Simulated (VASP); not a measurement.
# W16C (a cell with a defect): single point with PBE

W16C (a cell with a defect):

```xyz
17
Lattice="6.3200 0.0000 0.0000 0.0000 6.3200 0.0000 0.0000 0.0000 6.3200" Properties=species:S:1:pos:R:3 pbc="T T T"
W    -0.0001   -0.0131   -0.0436
W     3.1599    0.0269   -0.0437
W    -0.0001    3.1768   -0.0436
W    -0.0001   -0.3067    3.1162
W     1.5647    1.5817    1.5510
W     3.1599    3.1365   -0.0438
W     3.1599   -0.0123    3.1161
W     4.7551    1.5817    1.5510
W    -0.0001    3.4701    3.1163
W     1.6428    4.7417    1.4736
W     1.5650    1.5817    4.6815
W     3.1599    3.1759    3.1161
W     4.6769    4.7417    1.4735
W     4.7548    1.5817    4.6814
W     1.6429    4.7418    4.7588
W     4.6769    4.7417    4.7588
C     6.3199    1.5817    3.1161
```

```yaml
Program: VASP 6.6.1
Task: single point
Functional: PBE
Potentials_or_basis: VASP PAW PBE potentials, release 64 (W_sv, C)
Cutoff: 520 eV
k_mesh: 3 × 3 × 3
Occupations: gaussian, width 0.05 eV
Spin: no spin polarisation
Dipole_correction: no
Further_INCAR_settings: ALGO = Normal; EDIFF = 1e-06; NBANDS = 128
```

The pressure is 18.8 GPa, the largest force is 0.033 eV/Å and the band gap on the k mesh is zero (bands 114 and 115 overlap by 1.02 eV).

Forces in eV/Å, atoms in the order of the input:
```
W    0.000  0.006 -0.004
W    0.000  0.033 -0.002
W    0.000 -0.008 -0.004
W    0.000  0.014  0.002
W    0.018  0.000 -0.013
W    0.000 -0.031 -0.001
W    0.000 -0.010  0.002
W   -0.017  0.000 -0.012
W    0.000 -0.012  0.001
W    0.000  0.000 -0.004
W    0.011  0.000  0.012
W    0.000  0.008  0.001
W    0.001  0.000 -0.003
W   -0.011  0.000  0.012
W   -0.002  0.000  0.006
W    0.002  0.000  0.006
C    0.000  0.001  0.003
```

Stress tensor (GPa, compression positive):
```
14.53  0.00  0.00
 0.00 27.36  0.00
 0.00  0.00 14.52
```

Levels at points of the mesh, in eV from the Fermi level:
```
           k point  band 112  band 113  band 114  band 115  band 116  band 117
(0.00, 0.00, 0.00)     -0.50     -0.50      0.03      0.42      0.42      0.50
```

It took 11 min on 1 thread of Intel(R) Xeon(R) Platinum 8259CL CPU @ 2.50GHz (Skylake/Cascade Lake) (shared host), peak memory 0.49 GiB.

Caveat: spin-orbit coupling is left out, which moves the levels of the heavy elements.
